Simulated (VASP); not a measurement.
Write the native input for VASP 6.6.1 that does the following.

```
Task                   : single point
Functional             : PBE
Potentials or basis    : VASP PAW PBE potentials, release 64 (Ni)
Cutoff                 : 520 eV
k mesh                 : 8 × 10 × 13
Occupations            : fermi-dirac, width 0.05 eV
Spin                   : collinear spin, ferromagnetic start
Starting moments       : [0.77, 0.77] μB
Dipole correction      : no
Further INCAR settings : ALGO = Normal; EDIFF = 1e-06; NBANDS = 21; ISYM = 0
```

The structure of Ni lies in POSCAR:

```
Ni
1.0
   -1.7698700000     -1.7698700000     -3.5397400000
    1.7698700000     -1.7698700000      0.0000000000
   -1.7698700000     -1.7698700000      0.0000000000
Ni
2
Direct
    0.0000000000      0.0000000000      0.0000000000
    0.5000000000      0.5000000000      0.0000000000
```

One way to write it, as run:

INCAR

```
ALGO = Normal ; EDIFF = 1E-6
ENCUT = 520 ; GGA = PE
ISIF = 2 ; ISMEAR = -1
ISPIN = 2 ; ISYM = 0
LASPH = T ; LCHARG = T
LELF = T ; LMAXMIX = 4
LORBIT = 11 ; LREAL = F
LVHAR = T ; LWAVE = F
MAGMOM = 0.77 0.77 ; NBANDS = 21
NELM = 150 ; PREC = Accurate
SIGMA = 0.05
```

KPOINTS

```
k-points
0
Gamma
  8 10 13
```

Potentials or basis: VASP PAW PBE potentials, release 64 (Ni).

The run is started by

```bash
$ cat potpaw_PBE.64/Ni/POTCAR > POTCAR
$ mpirun -np 1 vasp_std > vasp.out
```

It gave:

```json
{
  "Pressure": "-3.3 GPa",
  "Net moment": "1.31 μB per cell",
  "Site moments": "Ni +0.67 μB",
  "Valence electrons inside the program's atomic spheres": "Ni 9.28"
}
```

Caveat: the cell stands under tension.

It took 3.5 min on 1 thread of Intel(R) Xeon(R) Platinum 8488C (Sapphire Rapids) (shared host), peak memory 0.41 GiB.
